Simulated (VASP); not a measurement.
# As3Pt (Pm-3m) in VASP: a series of runs

The runs below take As3Pt through relaxation of cell and atoms, single point, with r2SCAN.

Program: VASP 6.6.1. These are calculated values, not measurements. Logs are shortened: lines on timing, memory, paths and dates and some standing lists are left out, and cuts for length are marked.

## Step 1: The cell of the first run

The structure is cubic, space group Pm-3m (No. 221). Conventional cell: a = 4.233 Å, b = 4.233 Å, c = 4.233 Å, α = 90.00°, β = 90.00°, γ = 90.00°. Within 3.9 Å of As (site symmetry 4/mmm) lie 8 As at 2.99 Å and 4 Pt at 2.99 Å. Pt (site symmetry m-3m) has 12 As at 2.99 Å within 3.9 Å.

## Step 2: Relaxation of cell and atoms, r2SCAN

POSCAR

```
As3Pt
1.0
    4.2330406847      0.0000000000      0.0000000000
    0.0000000000      4.2330406847      0.0000000000
    0.0000000000      0.0000000000      4.2330406847
As Pt
3 1
Direct
    0.0000000000      0.5000000000      0.5000000000
    0.5000000000      0.0000000000      0.5000000000
    0.5000000000      0.5000000000      0.0000000000
    0.0000000000      0.0000000000      0.0000000000
```

INCAR.step1

```
PREC = Accurate
ENCUT = 600
ISMEAR = 0
SIGMA = 0.1
LREAL = F
LASPH = T
NELM = 80
GGA = PE
ALGO = Normal
EDIFF = 1E-4
LWAVE = T
LCHARG = F
```

INCAR.step2

```
PREC = Accurate
ENCUT = 600
EDIFF = 1E-6
ISMEAR = 0
SIGMA = 0.1
LREAL = F
LASPH = T
NELM = 80
ALGO = Normal
ISIF = 3
LWAVE = F
LCHARG = F
METAGGA = R2SCAN
LMIXTAU = T
IBRION = 2
NSW = 90
EDIFFG = -0.04
ISTART = 1
```

KPOINTS

```
regular mesh
0
Gamma
  4 4 4
```

Potentials or basis: VASP PAW PBE potentials, release 64 (As, Pt).

Run with:

```
cat potpaw_PBE.64/As/POTCAR potpaw_PBE.64/Pt/POTCAR > POTCAR
cp INCAR.step1 INCAR
mpirun -np 1 vasp_std > vasp.out
cp INCAR.step2 INCAR
mpirun -np 1 vasp_std > vasp.out
```

OUTCAR:

```text
PREC = Accurate
   ENCUT = 600
   EDIFF = 1E-6
   ISMEAR = 0
   LREAL = F
   LASPH = T
   NELM = 80
   ISIF = 3
   METAGGA = R2SCAN
   IBRION = 2
   NSW = 90
   EDIFFG = -0.04
   ISTART = 1

 ion  position               nearest neighbor table
   1  0.000  0.500  0.500-   4 2.99   4 2.99   4 2.99   4 2.99
   2  0.500  0.000  0.500-   4 2.99   4 2.99   4 2.99   4 2.99
   3  0.500  0.500  0.000-   4 2.99   4 2.99   4 2.99   4 2.99
   4  0.000  0.000  0.000-   1 2.99   2 2.99   3 2.99   1 2.99   2 2.99   1 2.99   3 2.99   1 2.99
                             2 2.99   3 2.99   2 2.99   3 2.99

  LATTYP: Found a simple cubic cell.
 ALAT       =     4.2330406847

  Lattice vectors:

 A1 = (   4.2330406847,   0.0000000000,   0.0000000000)
 A2 = (   0.0000000000,   4.2330406847,   0.0000000000)
 A3 = (   0.0000000000,   0.0000000000,   4.2330406847)

Analysis of symmetry for initial positions (statically):
=====================================================================
 Subroutine PRICEL returns:
 Original cell was already a primitive cell.

 Routine SETGRP: Setting up the symmetry group for a
 simple cubic supercell.

 Subroutine GETGRP returns: Found 48 space group operations
 (whereof 48 operations were pure point group operations)
 out of a pool of 48 trial point group operations.

The static configuration has the point symmetry O_h .

Analysis of symmetry for dynamics (positions and initial velocities):
=====================================================================
 Subroutine PRICEL returns:
 Original cell was already a primitive cell.

 Routine SETGRP: Setting up the symmetry group for a
 simple cubic supercell.

 Subroutine GETGRP returns: Found 48 space group operations
 (whereof 48 operations were pure point group operations)
 out of a pool of 48 trial point group operations.

The dynamic configuration has the point symmetry O_h .

 Subroutine INISYM returns: Found 48 space group operations
 (whereof 48 operations are pure point group operations),
 and found     1 'primitive' translations

----------------------------------------------------------------------------------------

                                     Primitive cell

  volume of cell :      75.8503

  direct lattice vectors                    reciprocal lattice vectors
     4.233040685  0.000000000  0.000000000     0.236236803  0.000000000  0.000000000
     0.000000000  4.233040685  0.000000000     0.000000000  0.236236803  0.000000000
     0.000000000  0.000000000  4.233040685     0.000000000  0.000000000  0.236236803

  length of vectors
     4.233040685  4.233040685  4.233040685     0.236236803  0.236236803  0.236236803

  position of ions in fractional coordinates (direct lattice)
     0.000000000  0.500000000  0.500000000
     0.500000000  0.000000000  0.500000000
     0.500000000  0.500000000  0.000000000
     0.000000000  0.000000000  0.000000000

  ion indices of the primitive-cell ions
   primitive index   ion index
                 1           1
                 2           2
                 3           3
                 4           4

----------------------------------------------------------------------------------------

 KPOINTS: regular mesh

Automatic generation of k-mesh.
 Grid dimensions read from file:
 generate k-points for:    4    4    4

 Generating k-lattice:

  Cartesian coordinates                     Fractional coordinates (reciprocal lattice)
     0.059059201  0.000000000  0.000000000     0.250000000  0.000000000  0.000000000
     0.000000000  0.059059201  0.000000000     0.000000000  0.250000000  0.000000000
     0.000000000  0.000000000  0.059059201     0.000000000  0.000000000  0.250000000

  Length of vectors
     0.059059201  0.059059201  0.059059201

  Shift w.r.t. Gamma in fractional coordinates (k-lattice)
     0.000000000  0.000000000  0.000000000

 Subroutine IBZKPT returns following result:
 ===========================================

 Found     10 irreducible k-points:

 Following reciprocal coordinates:
            Coordinates               Weight
  0.000000  0.000000  0.000000      1.000000
  0.250000  0.000000  0.000000      6.000000
  0.500000  0.000000  0.000000      3.000000
  0.250000  0.250000  0.000000     12.000000
  0.500000  0.250000  0.000000     12.000000
  0.500000  0.500000  0.000000      3.000000
  0.250000  0.250000  0.250000      8.000000
  0.500000  0.250000  0.250000     12.000000
  0.500000  0.500000  0.250000      6.000000
  0.500000  0.500000  0.500000      1.000000
   k-points           NKPTS =     10   k-points in BZ     NKDIM =     10   number of bands    NBANDS=     16
   number of dos      NEDOS =    301   number of ions     NIONS =      4
   total plane-waves  NPLWV =  46656
   dimension x,y,z NGX =    36 NGY =   36 NGZ =   36
   dimension x,y,z NGXF=    72 NGYF=   72 NGZF=   72
   ions per type =               3   1
   NGX,Y,Z   is equivalent  to a cutoff of  14.14, 14.14, 14.14 a.u.
   NGXF,Y,Z  is equivalent  to a cutoff of  28.28, 28.28, 28.28 a.u.
 SYSTEM =  unknown system
   PREC   = accura    normal or accurate (medium, high low for compatibility)
   ISTART =      1    job   : 0-new  1-cont  2-samecut
   ICHARG =      0    charge: 1-file 2-atom 10-const
   ISPIN  =      1    spin polarized calculation?
   LNONCOLLINEAR =      F non collinear calculations
   LSORBIT =      F    spin-orbit coupling
   LASPH  =      T    aspherical Exc in radial PAW
   ENCUT  =  600.0 eV  44.10 Ry    6.64 a.u.   8.45  8.45  8.45*2*pi/ulx,y,z
   NELM   =     80;   NELMIN=  2; NELMDL=  0     # of ELM steps
   EDIFF  = 0.1E-05   stopping-criterion for ELM
   LREAL  =      F    real-space projection
   EDIFFG = -.4E-01   stopping-criterion for IOM
   NSW    =     90    number of steps for IOM
   IBRION =      2    ionic relax: 0-MD 1-quasi-New 2-CG
   NFREE  =      1    steps in history (QN), initial steepest desc. (CG)
   ISIF   =      3    stress and relaxation
   ISYM   =      2    0-nonsym 1-usesym 2-fastsym
   POTIM  = 0.5000    time-step for ionic-motion
   TEBEG  =    0.0;   TEEND  =   0.0 temperature during run
   PSTRESS=    0.0 pullay stress
   NELECT =      25.0000    total number of electrons
   NUPDOWN=      -1.0000    fix difference up-down
   EMIN   =  10.00;   EMAX   =-10.00  energy-range for DOS
   EFERMI =   0.00;   METHOD = LEGACY
   ISMEAR =     0;   SIGMA  =   0.10  broadening in eV -4-tet -1-fermi 0-gaus
   EFERMI_NEDOS =   21; number of points for ismear=-14 and -15
   IALGO  =     38    algorithm
   IMIX   =      4    mixing-type and parameters
     AMIX     =   0.40;   BMIX     =  1.00
     AMIX_MAG =   1.60;   BMIX_MAG =  1.00
  volume/ion in A,a.u.               =      18.96       127.97
  Fermi-wavevector in a.u.,A,eV,Ry     =   1.130843  2.136984 17.399217  1.278806
  Thomas-Fermi vector in A             =   2.267541
   LORBIT       =      0    0 simple, 1 ext, 2 COOP (PROOUT), +10 PAW based schemes
   METAGGA = R2SCAN    functional components
   LHFCALC =     F    Hartree Fock is set to
   AEXX    =    0.0000 exact exchange contribution
   IVDW    =     0    specifies the selected vdW correction
   LEPSILON=     F    determine dielectric tensor
   LRPA    =     F    only Hartree local field effects (RPA)
 conjugate gradient relaxation of ions
 non-spin polarized calculation
 Gauss-broadening in eV      SIGMA  =   0.10
  energy-cutoff  :      600.00
  volume of cell :       75.85
 maximum number of plane-waves:      2560
 NGX is ok and might be reduce to    36
   NGX = 17   NGY = 17   NGZ = 17

--------------------------------------- Ionic step        1  -------------------------------------------

 number of electron      24.9999998 magnetization

 Free energy of the ion-electron system (eV)
  ---------------------------------------------------
  ext. energy  EPLUGINS =         0.00000000
  ---------------------------------------------------
  free energy    TOTEN  =       -93.56906172 eV

  energy without entropy =      -93.55315067  energy(sigma->0) =      -93.56110619

------------------------ aborting loop because EDIFF is reached ----------------------------------------

  FORCE on cell =-STRESS in cart. coord.  units (eV):
  Direction    XX          YY          ZZ          XY          YZ          ZX
  --------------------------------------------------------------------------------------
  -------------------------------------------------------------------------------------
  Total       -3.7235017     -3.7235017     -3.7235017     -0.0000000     -0.0000000     -0.0000000
  in kB      -78.6511027    -78.6511027    -78.6511027     -0.0000000     -0.0000000     -0.0000000
  external PRESSURE =     -78.6511027 kB  Pullay stress =       0.0000000 kB

 VOLUME and BASIS-vectors are now :
 -----------------------------------------------------------------------------
  energy-cutoff  :      600.00
  volume of cell :       75.85
      direct lattice vectors                 reciprocal lattice vectors
     4.233040685  0.000000000  0.000000000     0.236236803  0.000000000  0.000000000
     0.000000000  4.233040685  0.000000000     0.000000000  0.236236803  0.000000000
     0.000000000  0.000000000  4.233040685     0.000000000  0.000000000  0.236236803
[... 39 lines left out ...]
 POSITION                                       TOTAL-FORCE (eV/Angst)
 -----------------------------------------------------------------------------------
     -0.00000      2.02147      2.02147        -0.000000      0.000000      0.000000
      2.02147     -0.00000      2.02147        -0.000000      0.000000      0.000000
      2.02147      2.02147     -0.00000        -0.000000      0.000000      0.000000
      0.00000      0.00000      0.00000         0.000000     -0.000000      0.000000
 -----------------------------------------------------------------------------------
    total drift:                                0.000000      0.000000      0.000000

  FREE ENERGIE OF THE ION-ELECTRON SYSTEM (eV)
  ---------------------------------------------------
  free  energy   TOTEN  =       -93.6088506877 eV

  energy  without entropy=      -93.5991894092  energy(sigma->0) =      -93.60402005

--------------------------------------- Ionic step        3  -------------------------------------------

 number of electron      24.9999999 magnetization

 Free energy of the ion-electron system (eV)
  ---------------------------------------------------
  ext. energy  EPLUGINS =         0.00000000
  ---------------------------------------------------
  free energy    TOTEN  =       -93.71661021 eV

  energy without entropy =      -93.70413316  energy(sigma->0) =      -93.71037169

 E-fermi :   8.1930     XC(G=0): -12.2008

 val. band max:        8.1448871313   @ k =   0.2500   0.0000   0.0000
 cond. band min:       8.2930692070   @ k =   0.5000   0.2500   0.2500
 fundamental gap:      0.1481820757
 Fermi energy:         8.1930141429

 k-point     1 :       0.0000    0.0000    0.0000
  band No.  band energies     occupation
      1      -8.0466      2.00000
      2      -1.6511      2.00000
      3      -1.6511      2.00000
      4       2.2307      2.00000
      5       2.2307      2.00000
      6       2.2307      2.00000
[... 8 lines left out ...]
     15       8.3540      0.02283
     16      11.2170      0.00000
[... 191 lines left out ...]
 POSITION                                       TOTAL-FORCE (eV/Angst)
 -----------------------------------------------------------------------------------
     -0.00000      2.06368      2.06368        -0.000000      0.000000      0.000000
      2.06368     -0.00000      2.06368         0.000000      0.000000      0.000000
      2.06368      2.06368     -0.00000         0.000000      0.000000      0.000000
      0.00000      0.00000      0.00000         0.000000     -0.000000      0.000000
 -----------------------------------------------------------------------------------
    total drift:                                0.000000      0.000000      0.000000

  FREE ENERGIE OF THE ION-ELECTRON SYSTEM (eV)
  ---------------------------------------------------
  free  energy   TOTEN  =       -93.7166102122 eV

  energy  without entropy=      -93.7041331609  energy(sigma->0) =      -93.71037169

 reached required accuracy - stopping structural energy minimisation
```

It took 6.2 min on 1 thread of Intel Xeon 8259CL, shared host; peak memory 0.24 GiB.

What came out:

```
Free energy                            : -93.7166 eV
Relaxed volume                         : 17.58 Å³/atom
Relaxed cell                           : a = 4.127 Å, b = 4.127 Å, c = 4.127 Å, α = 90.00°, β = 90.00°, γ = 90.00°
Space group after relaxing (to 0.05 Å) : Pm-3m (No. 221)
Energy gained by relaxing              : 36.9 meV/atom
Ionic steps                            : 3
Pressure after relaxing                : -0.1 GPa
```

Step by step:
| step | energy change (eV) | largest force (eV/Å) | pressure (GPa) | volume (Å³) |
| --- | --- | --- | --- | --- |
| 1 | 0.0000 | 0.0000 | -7.87 | 75.85 |
| 2 | -0.0398 | 0.0000 | 8.75 | 66.08 |
| 3 | -0.1475 | 0.0000 | -0.07 | 70.31 |

Final structure:
```
CELL_PARAMETERS angstrom
4.12736 0.00000 0.00000
0.00000 4.12736 0.00000
0.00000 0.00000 4.12736
ATOMIC_POSITIONS crystal
As 0.00000 0.50000 0.50000
As 0.50000 0.00000 0.50000
As 0.50000 0.50000 0.00000
Pt 0.00000 0.00000 0.00000
```

Levels at points of the mesh, in eV from the Fermi level:
```
           k point  band 9  band 10  band 11  band 12  band 13  band 14  band 15  band 16
(0.00, 0.00, 0.00)   -3.51    -2.88    -2.88    -1.37     0.16     0.16     0.16     3.02
(0.50, 0.00, 0.00)   -2.69    -2.69    -2.47    -1.39    -1.39    -1.39     1.51     3.30
(0.50, 0.50, 0.00)   -3.06    -2.47    -2.35    -1.77    -1.77     1.04     1.04     3.83
(0.50, 0.50, 0.50)   -2.97    -2.87    -2.37    -2.37    -2.37     4.21     4.21     4.25
```

Caveat: the k points lie up to 0.38 Å⁻¹ apart in the final cell; the PAW data sets were made with another functional, which shifts forces and pressure a little; spin-orbit coupling is left out, which moves the levels of the heavy elements.

## Step 3: Single point, r2SCAN

This run uses another cell than the first one, of 17.74 Å³/atom, 0.935 times its volume.

POSCAR

```
As3Pt
1.0
    4.1398648171      0.0000000000      0.0000000000
    0.0000000000      4.1398648171      0.0000000000
    0.0000000000      0.0000000000      4.1398648171
As Pt
3 1
Direct
    0.0000000000      0.5000000000      0.5000000000
    0.5000000000      0.0000000000      0.5000000000
    0.5000000000      0.5000000000      0.0000000000
    0.0000000000      0.0000000000      0.0000000000
```

INCAR.step1

```
ALGO = Normal
EDIFF = 1E-4
ENCUT = 520
GGA = PE
ISMEAR = 0
LASPH = True
LCHARG = False
LREAL = False
LWAVE = True
NBANDS = 20
NELM = 60
PREC = Accurate
SIGMA = 0.1
```

INCAR.step2

```
ALGO = Normal
EDIFF = 1E-6
ENCUT = 520
ISIF = 2
ISMEAR = 0
ISTART = 1
LASPH = True
LCHARG = False
LMIXTAU = True
LREAL = False
LWAVE = False
METAGGA = R2SCAN
NBANDS = 20
NELM = 60
PREC = Accurate
SIGMA = 0.1
```

KPOINTS

```
k-points
0
Gamma
  12 12 12
```

Potentials or basis: VASP PAW PBE potentials, release 64 (As, Pt).

Run with:

```
cat potpaw_PBE.64/As/POTCAR potpaw_PBE.64/Pt/POTCAR > POTCAR
cp INCAR.step1 INCAR
mpirun -np 1 vasp_std > vasp.out
cp INCAR.step2 INCAR
mpirun -np 1 vasp_std > vasp.out
```

Wall time 5.3 min (1 thread of Intel Xeon 8259CL, shared host); peak memory 0.27 GiB.

The run converged. Its results:

```yaml
Free_energy: -93.6470 eV
Pressure: -0.1 GPa
```

Levels at points of the mesh, in eV from the Fermi level:
| k point | band 11 | band 12 | band 13 | band 14 | band 15 | band 16 |
| --- | --- | --- | --- | --- | --- | --- |
| (0.00, 0.00, 0.00) | -2.62 | -1.03 | 0.47 | 0.47 | 0.47 | 3.35 |
| (0.50, 0.00, 0.00) | -2.20 | -1.06 | -1.06 | -0.99 | 1.77 | 3.59 |
| (0.50, 0.50, 0.00) | -2.05 | -1.47 | -1.47 | 1.31 | 1.31 | 4.17 |
| (0.50, 0.50, 0.50) | -2.11 | -2.11 | -2.11 | 4.51 | 4.51 | 4.51 |

Caveat: the PAW data sets were made with another functional, which shifts forces and pressure a little; spin-orbit coupling is left out, which moves the levels of the heavy elements.
